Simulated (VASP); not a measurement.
Input of a VASP 6.6.1 run:

INCAR

```
SYSTEM = H3ClO
PREC     = Accurate       ! precision mode
ENCUT    = 520            ! plane-wave cutoff, eV
EDIFF    = 1E-7           ! SCF threshold, eV
ISMEAR   = -1             ! smearing method
SIGMA    = 0.02           ! smearing width, eV
LREAL    = Auto         
LASPH    = .TRUE.         ! aspherical terms in the spheres
NELM     = 80             ! most SCF steps
ALGO     = Normal         ! electronic algorithm
ISIF     = 2              ! what is computed and relaxed
LWAVE    = .FALSE.        ! write WAVECAR
LCHARG   = .TRUE.         ! write CHGCAR
GGA      = PE             ! functional
IVDW     = 12             ! dispersion correction
LELF     = .TRUE.         ! ELF
LVHAR    = .TRUE.       
NBANDS   = 48             ! bands
```

KPOINTS

```
regular mesh
0
G
  1 1 1
  0 0 0
```

Contents of POSCAR:

```
H3ClO
1.0
    6.6312570000      0.0000000000      0.0000000000
    0.0000000000      6.6312570000      0.0000000000
    0.0000000000      0.0000000000      6.6312570000
O H Cl
4 12 4
Direct
    0.8267944496      1.0162717569      0.1199836244
    0.3588215697      0.2941318538      0.3425147002
    0.2289134319      0.1149748875      0.0161825060
    0.0538728125      0.7484998972      0.8657462709
    0.8492316141      0.8787771408      0.0684587807
    0.7392845928      1.0041085149      0.2391937521
    0.4433939922      0.3990852450      0.2809314391
    0.3225474853      0.2052091519      0.2224108137
    0.0871681909      0.1152117454      0.0589533882
    0.2386078597     -0.0201143825     -0.0444917940
    0.0432259135      0.7094726172      0.7236933839
    0.1186243445      0.6324121670      0.9284053740
    0.7508833638      0.1391144993      0.9463313921
    1.1863226526      0.4052126397      0.3766758219
    0.5008511309      1.0342967550      0.5923707488
    0.6006188597      0.4875097038      0.9277911390
    0.7162796402      0.2570809087      0.7770399436
    1.0091580911      0.5276781459      0.3982034147
    0.4901566296      0.8518108725      0.5170256374
    0.5400627756      0.6304404799      1.0593116633
```

Potentials or basis: VASP PAW PBE potentials, release 64 (O, H, Cl).

The run is started by

```bash
$ cat potpaw_PBE.64/O/POTCAR potpaw_PBE.64/H/POTCAR potpaw_PBE.64/Cl/POTCAR > POTCAR
$ mpirun -np 1 vasp_gam > vasp.out
```

(1) What does it give for the dispersion energy per atom?

(2) Estimate the band gap on the k mesh.

(3) What does it give for the pressure?

Answers

(1) -0.050 eV.

(2) 4.95 eV.

(3) -0.2 GPa.

Caveat: the k points lie up to 0.95 Å⁻¹ apart.
